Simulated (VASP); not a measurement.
# V (I4_1/amd) in VASP: a series of runs

The runs below take V through relaxation of cell and atoms, with PBE.

All numbers are computed with VASP 6.6.1; they aren't measurements. Logs are shortened: lines on timing, memory, paths and dates and some standing lists are left out, and cuts for length are marked.

### Step 1. The cell of the first run

The structure is tetragonal, space group I4_1/amd (No. 141). The conventional cell has a = 4.658 Å, b = 4.658 Å, c = 2.562 Å, α = 90.00°, β = 90.00°, γ = 90.00°. Within 3.2 Å of V (site symmetry -4m2) lie 10 V at 2.42 to 3.02 Å.

### Step 2. Relaxation of cell and atoms, PBE, target pressure -0.18 GPa, at which the enthalpy is minimised

Contents of INCAR:

```
SYSTEM = V
ALGO = Normal
EDIFF = 1E-6
EDIFFG = -0.005
ENCUT = 600
GGA = PE
IBRION = 2
ISIF = 3
ISMEAR = -1
LASPH = .TRUE.
LCHARG = .FALSE.
LREAL = .FALSE.
LWAVE = .FALSE.
NELM = 100
NSW = 60
PREC = Accurate
PSTRESS = -1.7999999999999998
SIGMA = 0.1
```

Contents of KPOINTS:

```
k-points
0
G
  17 17 17
  0 0 0
```

Contents of POSCAR:

```
V
1.0
   -2.3290448474      2.3290448474      1.2809746661
    2.3290448474     -2.3290448474      1.2809746661
    2.3290448474      2.3290448474     -1.2809746661
V
2
Direct
   -0.3750000000     -0.1250000000     -0.2500000000
    0.3750000000      0.1250000000      0.2500000000
```

Potentials or basis: VASP PAW PBE potentials, release 64 (V_sv).

On the command line:

```bash
> cat potpaw_PBE.64/V_sv/POTCAR > POTCAR
> mpirun -np 1 vasp_std > vasp.out
```

OUTCAR:

```text
SYSTEM = V
   EDIFF = 1E-6
   EDIFFG = -0.005
   ENCUT = 600
   GGA = PE
   IBRION = 2
   ISIF = 3
   ISMEAR = -1
   LASPH = .TRUE.
   LREAL = .FALSE.
   NELM = 100
   NSW = 60
   PREC = Accurate
   PSTRESS = -1.7999999999999998

 ion  position               nearest neighbor table
   1  0.625  0.875  0.750-   2 2.42   2 2.42   2 2.42   2 2.42
   2  0.375  0.125  0.250-   1 2.42   1 2.42   1 2.42   1 2.42

  LATTYP: Found a body centered tetragonal cell.
 ALAT       =     4.6580896948
 C/A-ratio  =     0.5500000000

  Lattice vectors:

 A1 = (  -2.3290448474,   2.3290448474,   1.2809746661)
 A2 = (   2.3290448474,  -2.3290448474,   1.2809746661)
 A3 = (   2.3290448474,   2.3290448474,  -1.2809746661)

Analysis of symmetry for initial positions (statically):
=====================================================================
 Subroutine PRICEL returns:
 Original cell was already a primitive cell.

 Routine SETGRP: Setting up the symmetry group for a
 body centered tetragonal supercell.

 Subroutine GETGRP returns: Found 16 space group operations
 (whereof  4 operations were pure point group operations)
 out of a pool of 16 trial point group operations.

The static configuration has the point symmetry C_2h.
 The point group associated with its full space group is D_4h.

Analysis of symmetry for dynamics (positions and initial velocities):
=====================================================================
 Subroutine PRICEL returns:
 Original cell was already a primitive cell.

 Routine SETGRP: Setting up the symmetry group for a
 body centered tetragonal supercell.

 Subroutine GETGRP returns: Found 16 space group operations
 (whereof  4 operations were pure point group operations)
 out of a pool of 16 trial point group operations.

The dynamic configuration has the point symmetry C_2h.
 The point group associated with its full space group is D_4h.

 Subroutine INISYM returns: Found 16 space group operations
 (whereof  4 operations are pure point group operations),
 and found     1 'primitive' translations

----------------------------------------------------------------------------------------

                                     Primitive cell

  volume of cell :      27.7943

  direct lattice vectors                    reciprocal lattice vectors
    -2.329044847  2.329044847  1.280974666     0.000000000  0.214680280  0.390327782
     2.329044847 -2.329044847  1.280974666     0.214680280  0.000000000  0.390327782
     2.329044847  2.329044847 -1.280974666     0.214680280  0.214680280  0.000000000

  length of vectors
     3.534090533  3.534090533  3.534090533     0.445469864  0.445469864  0.303603764

  position of ions in fractional coordinates (direct lattice)
     0.625000000  0.875000000  0.750000000
     0.375000000  0.125000000  0.250000000

  ion indices of the primitive-cell ions
   primitive index   ion index
                 1           1
                 2           2

----------------------------------------------------------------------------------------

 KPOINTS: k-points

Automatic generation of k-mesh.
 Grid dimensions read from file:
 generate k-points for:   17   17   17

 Generating k-lattice:

  Cartesian coordinates                     Fractional coordinates (reciprocal lattice)
     0.000000000  0.012628252  0.022960458     0.058823529  0.000000000  0.000000000
     0.012628252  0.000000000  0.022960458     0.000000000  0.058823529  0.000000000
     0.012628252  0.012628252  0.000000000     0.000000000  0.000000000  0.058823529

  Length of vectors
     0.026204110  0.026204110  0.017859045

  Shift w.r.t. Gamma in fractional coordinates (k-lattice)
     0.000000000  0.000000000  0.000000000

 Subroutine IBZKPT returns following result:
 ===========================================

 Found    405 irreducible k-points:

 Following reciprocal coordinates:
            Coordinates               Weight
  0.000000  0.000000  0.000000      1.000000
  0.058824  0.000000  0.000000      8.000000
  0.117647  0.000000  0.000000      8.000000
  0.176471  0.000000  0.000000      8.000000
  0.235294  0.000000  0.000000      8.000000
  0.294118  0.000000 -0.000000      8.000000
[... 16 lines left out ...]
 -0.176471  0.058824  0.000000     16.000000
 -0.117647  0.058824 -0.000000     16.000000
 [... further k-points ...]
   k-points           NKPTS =    405   k-points in BZ     NKDIM =    405   number of bands    NBANDS=     17
   number of dos      NEDOS =    301   number of ions     NIONS =      2
   total plane-waves  NPLWV =  21952
   dimension x,y,z NGX =    28 NGY =   28 NGZ =   28
   dimension x,y,z NGXF=    56 NGYF=   56 NGZF=   56
   ions per type =               2
   NGX,Y,Z   is equivalent  to a cutoff of  13.17, 13.17, 13.17 a.u.
   NGXF,Y,Z  is equivalent  to a cutoff of  26.34, 26.34, 26.34 a.u.
 SYSTEM =  V
   PREC   = accura    normal or accurate (medium, high low for compatibility)
   ISTART =      0    job   : 0-new  1-cont  2-samecut
   ICHARG =      2    charge: 1-file 2-atom 10-const
   ISPIN  =      1    spin polarized calculation?
   LNONCOLLINEAR =      F non collinear calculations
   LSORBIT =      F    spin-orbit coupling
   LASPH  =      T    aspherical Exc in radial PAW
   ENCUT  =  600.0 eV  44.10 Ry    6.64 a.u.   7.06  7.06  7.06*2*pi/ulx,y,z
   NELM   =    100;   NELMIN=  2; NELMDL= -5     # of ELM steps
   EDIFF  = 0.1E-05   stopping-criterion for ELM
   LREAL  =      F    real-space projection
   EDIFFG = -.5E-02   stopping-criterion for IOM
   NSW    =     60    number of steps for IOM
   IBRION =      2    ionic relax: 0-MD 1-quasi-New 2-CG
   NFREE  =      1    steps in history (QN), initial steepest desc. (CG)
   ISIF   =      3    stress and relaxation
   ISYM   =      2    0-nonsym 1-usesym 2-fastsym
   POTIM  = 0.5000    time-step for ionic-motion
   TEBEG  =    0.0;   TEEND  =   0.0 temperature during run
   PSTRESS=   -1.8 pullay stress
   NELECT =      26.0000    total number of electrons
   NUPDOWN=      -1.0000    fix difference up-down
   EMIN   =  10.00;   EMAX   =-10.00  energy-range for DOS
   EFERMI =   0.00;   METHOD = LEGACY
   ISMEAR =    -1;   SIGMA  =   0.10  broadening in eV -4-tet -1-fermi 0-gaus
   EFERMI_NEDOS =   21; number of points for ismear=-14 and -15
   IALGO  =     38    algorithm
   IMIX   =      4    mixing-type and parameters
     AMIX     =   0.40;   BMIX     =  1.00
     AMIX_MAG =   1.60;   BMIX_MAG =  1.00
  volume/ion in A,a.u.               =      13.90        93.78
  Fermi-wavevector in a.u.,A,eV,Ry     =   1.601083  3.025608 34.878086  2.563467
  Thomas-Fermi vector in A             =   2.698117
   LORBIT       =      0    0 simple, 1 ext, 2 COOP (PROOUT), +10 PAW based schemes
   GGA     = PE    functional components
   LHFCALC =     F    Hartree Fock is set to
   AEXX    =    0.0000 exact exchange contribution
   IVDW    =     0    specifies the selected vdW correction
   LEPSILON=     F    determine dielectric tensor
   LRPA    =     F    only Hartree local field effects (RPA)
 conjugate gradient relaxation of ions
 non-spin polarized calculation
  energy-cutoff  :      600.00
  volume of cell :       27.79
 maximum number of plane-waves:       949
   NGX = 15   NGY = 15   NGZ = 15

--------------------------------------- Ionic step        1  -------------------------------------------

 number of electron      25.9999992 magnetization

 Free energy of the ion-electron system (eV)
  ---------------------------------------------------
  ext. energy  EPLUGINS =         0.00000000
  ---------------------------------------------------
  free energy    TOTEN  =       -17.07896087 eV

  energy without entropy =      -17.00164824  energy(sigma->0) =      -17.04030455

------------------------ aborting loop because EDIFF is reached ----------------------------------------

  FORCE on cell =-STRESS in cart. coord.  units (eV):
  Direction    XX          YY          ZZ          XY          YZ          ZX
  --------------------------------------------------------------------------------------
  -------------------------------------------------------------------------------------
  Total        0.2143624      0.2143624      0.4507877      0.0000000     -0.0000000      0.0000000
  in kB       12.3567134     12.3567134     25.9852200      0.0000000     -0.0000000      0.0000000
  external PRESSURE =      18.6995489 kB  Pullay stress =      -1.8000000 kB
[... 289 lines left out ...]
  enthalpy is  TOTEN    =       -17.1126583943 eV   P V=       -0.0315779076

--------------------------------------- Ionic step        9  -------------------------------------------

 number of electron      25.9999991 magnetization

 Free energy of the ion-electron system (eV)
  ---------------------------------------------------
  ext. energy  EPLUGINS =         0.00000000
  ---------------------------------------------------
  free energy    TOTEN  =       -17.08108256 eV

  energy without entropy =      -17.00259948  energy(sigma->0) =      -17.04184102

 E-fermi :   9.5124     XC(G=0): -12.6011

 val. band max:        9.5117031165   @ k =  -0.4118  -0.4118   0.2353
 cond. band min:       9.5129549109   @ k =  -0.4118  -0.4118   0.1765
 fundamental gap:      0.0012517944
 Fermi energy:         9.5124433783

 k-point     1 :       0.0000    0.0000    0.0000
  band No.  band energies     occupation
      1     -54.5088      2.00000
      2     -54.1258      2.00000
      3     -28.6637      2.00000
      4     -28.6637      2.00000
      5     -27.8087      2.00000
      6     -27.7951      2.00000
[... 9 lines left out ...]
     16      11.4169      0.00000
     17      11.4169      0.00000
[... 443 lines left out ...]
      1     -54.4964      2.00000
      2     -54.1321      2.00000
      3     -28.6586      2.00000
      4     -28.6303      2.00000
      5     -27.8570      2.00000
      6     -27.8174      2.00000
[... 9 lines left out ...]
     16      11.5959      0.00000
     17      11.6389      0.00000

 [... further k-points ...]
[... 5 lines left out ...]
  --------------------------------------------------------------------------------------
  -------------------------------------------------------------------------------------
  Total       -0.0312210     -0.0312210     -0.0223059      0.0000000     -0.0000000      0.0000000
  in kB       -1.7797305     -1.7797305     -1.2715347      0.0000000     -0.0000000      0.0000000
  external PRESSURE =       0.1896681 kB  Pullay stress =      -1.8000000 kB
[... 17 lines left out ...]
  FREE ENERGIE OF THE ION-ELECTRON SYSTEM (eV)
  ---------------------------------------------------
  free  energy   TOTEN  =       -17.0810825645 eV

  energy  without entropy=      -17.0025994818  energy(sigma->0) =      -17.04184102

  enthalpy is  TOTEN    =       -17.1126591090 eV   P V=       -0.0315765445

 reached required accuracy - stopping structural energy minimisation
```

Wall time 8.4 min (1 thread of AMD EPYC 9R45 (Zen 5), shared host); peak memory 0.29 GiB.

Results:

```
Free energy                                            : -17.0811 eV
Relaxed volume                                         : 14.05 Å³/atom
Relaxed cell                                           : a = 3.542 Å, b = 3.542 Å, c = 3.542 Å, α = 97.65°, β = 97.65°, γ = 137.19°
Space group after relaxing (to 0.05 Å)                 : I4_1/amd (No. 141)
Energy change on relaxing (the enthalpy is what falls) : -1.1 meV/atom
Ionic steps                                            : 9
Pressure after relaxing                                : -0.2 GPa
Band gap on the k mesh                                 : zero (band 13 reaches 9.97 eV, above the bottom of band 14 at 9.06 eV)
```

Step by step:
```
step  energy change (eV)  largest force (eV/Å)  pressure (GPa)  volume (Å³)
   1              0.0000                0.0000            1.69        27.79
   2              0.0002                0.0000           -1.99        28.45
   3             -0.0019                0.0000           -0.32        28.15
   4             -0.0019                0.0000           -0.25        28.14
   5             -0.0021                0.0000           -0.09        28.12
   6             -0.0021                0.0000           -0.23        28.12
   7             -0.0021                0.0000           -0.09        28.11
   8             -0.0021                0.0000           -0.13        28.11
   9             -0.0021                0.0000           -0.16        28.11
```

Final structure:
```
V
1.0
    -2.33155    2.33155    1.29256
     2.33155   -2.33155    1.29256
     2.33155    2.33155   -1.29256
V
2
Direct
  0.62500 0.87500 0.75000
  0.37500 0.12500 0.25000
```

Levels at points of the mesh, in eV from the Fermi level:
| k point | band 9 | band 10 | band 11 | band 12 | band 13 | band 14 | band 15 | band 16 | band 17 |
| --- | --- | --- | --- | --- | --- | --- | --- | --- | --- |
| (0.00, 0.00, 0.00) | -6.68 | -3.66 | -1.86 | -1.35 | -0.69 | 1.86 | 1.86 | 1.90 | 1.90 |

Caveat: the cell is relaxed towards a set pressure, so the enthalpy falls and the energy may rise.

### Step 3. Relaxation of cell and atoms, PBE, target pressure -0.18 GPa, at which the enthalpy is minimised

This run uses another cell than the first one, of 14.03 Å³/atom, 1.010 times its volume.

Contents of INCAR:

```
ALGO = Normal ; EDIFF = 1E-6
EDIFFG = -0.005 ; ENCUT = 600
GGA = PE ; IBRION = 2
ISIF = 3 ; ISMEAR = -1
LASPH = T ; LCHARG = F
LREAL = F ; LWAVE = F
NELM = 60 ; NSW = 32
PREC = Accurate ; PSTRESS = -1.7999999999999998
SIGMA = 0.1
```

Contents of KPOINTS:

```
k-points
0
Gamma
  17 17 17
```

Contents of POSCAR:

```
V
1.0
   -2.3292822858      2.3292822858      1.2930401303
    2.3292822858     -2.3292822858      1.2930401303
    2.3292822858      2.3292822858     -1.2930401303
V
2
Direct
   -0.3750000000     -0.1250000000     -0.2500000000
    0.3750000000      0.1250000000      0.2500000000
```

Potentials or basis: VASP PAW PBE potentials, release 64 (V_sv).

On the command line:

```bash
> cat potpaw_PBE.64/V_sv/POTCAR > POTCAR
> mpirun -np 1 vasp_std > vasp.out
```

Run time: 6.6 min. Hardware: 1 thread of AMD EPYC 9R14 (Zen 4), shared host; peak memory 0.29 GiB.

It converged, with:

- Free energy: -17.0813 eV
- Relaxed volume: 14.05 Å³/atom
- Relaxed cell: a = 3.541 Å, b = 3.541 Å, c = 3.541 Å, α = 97.66°, β = 97.66°, γ = 137.16°
- Space group after relaxing (to 0.05 Å): I4_1/amd (No. 141)
- Energy change on relaxing (the enthalpy is what falls): +0.0 meV/atom
- Ionic steps: 7
- Pressure after relaxing: -0.2 GPa
- Band gap on the k mesh: zero (band 13 reaches 9.97 eV, above the bottom of band 14 at 9.06 eV)

Final structure:
```yaml
crystal:
  lattice:
    - [-2.33113, 2.33113, 1.29320]
    - [2.33113, -2.33113, 1.29320]
    - [2.33113, 2.33113, -1.29320]
  atoms:
    - { symbol: V, position: [0.62500, 0.87500, 0.75000] }
    - { symbol: V, position: [0.37500, 0.12500, 0.25000] }
```

Levels at points of the mesh, in eV from the Fermi level:
```csv
k point,band 9,band 10,band 11,band 12,band 13,band 14,band 15,band 16,band 17
"(0.00, 0.00, 0.00)",-6.68,-3.66,-1.86,-1.35,-0.69,1.86,1.86,1.90,1.90
```

Caveat: the cell is relaxed towards a set pressure, so the enthalpy falls and the energy may rise.
